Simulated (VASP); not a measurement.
Here is a VASP 6.6.1 calculation.

File INCAR:

```
ALGO     = Normal         # electronic algorithm
EDIFF    = 1E-6           # SCF threshold, eV
ENCUT    = 520            # plane-wave cutoff, eV
GGA      = PE             # functional
ISIF     = 2              # what is computed and relaxed
ISMEAR   = -1             # smearing method
LASPH    = T              # aspherical terms in the spheres
LCHARG   = T              # write CHGCAR
LELF     = T              # ELF
LREAL    = Auto         
LVHAR    = T            
LWAVE    = F              # write WAVECAR
NBANDS   = 118            # bands
NELECT   = 188.0        
NELM     = 60             # most SCF steps
PREC     = Accurate       # precision mode
SIGMA    = 0.02           # smearing width, eV
```

File KPOINTS:

```
k-points
0
Gamma
  2 2 2
```

Contents of POSCAR:

```
Al16O22F
1.0
   -4.7540000000     -2.7447230000      4.3300000000
    4.7540000000     -2.7447230000      4.3300000000
    0.0000000000      5.4894460000      4.3300000000
Al O F
16 22 1
Direct
    0.3461766946      0.3547339096      0.3583240378
    0.1454029979      0.1556305957      0.1436904249
    0.6421356325      0.6384164486      0.6568553092
    0.8602131503      0.8559590484      0.8566797644
    0.8477888569      0.8575538968      0.3560403871
    0.6562833994      0.6426458310      0.1642599151
    0.1368363110      0.1026215444      0.6605525372
    0.3477004790      0.3540269410      0.8423446354
    0.8528459949      0.3469063651      0.8523938293
    0.6460876305      0.1441031963      0.6506678337
    0.1427334679      0.6472860552      0.1485772436
    0.3466875714      0.8680218162      0.3159469634
    0.3917701027      0.8284510030      0.8546989867
    0.1331236903      0.6536186419      0.6469978526
    0.6466444261      0.1530148510      0.1496705150
    0.8540806777      0.3484662478      0.3575064232
    0.6014549594      0.3850740171      0.7567788757
    0.7494436039      0.5930428887      0.4067520755
    0.4009300008      0.6009447252      0.2467257358
    0.2538043063      0.4184509197      0.5964870373
    0.5943736977      0.2537319224      0.4054456501
    0.2427003867      0.1028684557      0.3979623354
    0.9078321633      0.2487088987      0.5984372290
    0.9031182661      0.1003029527      0.2509993355
    0.7596446205      0.9101496689      0.6005170269
    0.0824280509      0.7472124430      0.3965770581
    0.0948029068      0.4043214176      0.2496772922
    0.2370487192      0.5954109405      0.9057304097
    0.9079537340      0.7534802380      0.1034512474
    0.8961511189      0.5937325240      0.7535754795
    0.7522975512      0.4028248966      0.0996237416
    0.0968025138      0.2478874948      0.9006545641
    0.5966130285      0.9130610723      0.2671457606
    0.7550170355      0.0990713056      0.9097296728
    0.4014345562      0.2522174758      0.0947435800
    0.3987006710      0.0910519541      0.7468111162
    0.2478829302      0.9084088032      0.0841209687
    0.6179856427      0.7740912380      0.9488836273
    0.3410438717      0.7920615410      0.5515918159
```

Potentials or basis: VASP PAW PBE potentials, release 64 (Al, O, F).

Command:

```sh
$ cat potpaw_PBE.64/Al/POTCAR potpaw_PBE.64/O/POTCAR potpaw_PBE.64/F/POTCAR > POTCAR
$ mpirun -np 1 vasp_std > vasp.out
```

Estimate the largest force.

0.092 eV/Å.

Forces in eV/Å, atoms in the order of the input:
```
Al   0.000  0.003  0.011
Al   0.006 -0.010 -0.015
Al   0.009 -0.012 -0.002
Al  -0.005 -0.011 -0.010
Al   0.013  0.014 -0.005
Al  -0.010  0.030  0.001
Al   0.001  0.001  0.007
Al  -0.006  0.004  0.002
Al   0.000  0.000  0.017
Al   0.001  0.001 -0.015
Al  -0.003  0.000 -0.019
Al  -0.003 -0.045 -0.013
Al   0.018 -0.024 -0.015
Al   0.000  0.018 -0.008
Al  -0.001  0.002 -0.012
Al   0.005  0.001  0.009
O    0.000  0.007  0.000
O   -0.001  0.006  0.009
O   -0.010  0.005 -0.007
O   -0.004 -0.012 -0.009
O    0.012  0.005 -0.001
O    0.003  0.006  0.007
O    0.002  0.002 -0.001
O   -0.005  0.001  0.003
O   -0.011 -0.006 -0.001
O   -0.007 -0.007  0.018
O    0.008 -0.009  0.008
O   -0.004  0.003  0.005
O   -0.010 -0.004  0.014
O    0.004  0.000 -0.002
O    0.000 -0.001  0.006
O   -0.001  0.005 -0.004
O    0.010  0.011 -0.001
O   -0.006 -0.005  0.000
O    0.001 -0.002  0.006
O   -0.002  0.003 -0.004
O    0.002 -0.025 -0.021
O    0.012 -0.026 -0.013
F   -0.018  0.071  0.055
```

Caveat: the k points lie up to 0.45 Å⁻¹ apart; the cell carries a net charge on a neutralising background, which shifts energy and pressure.
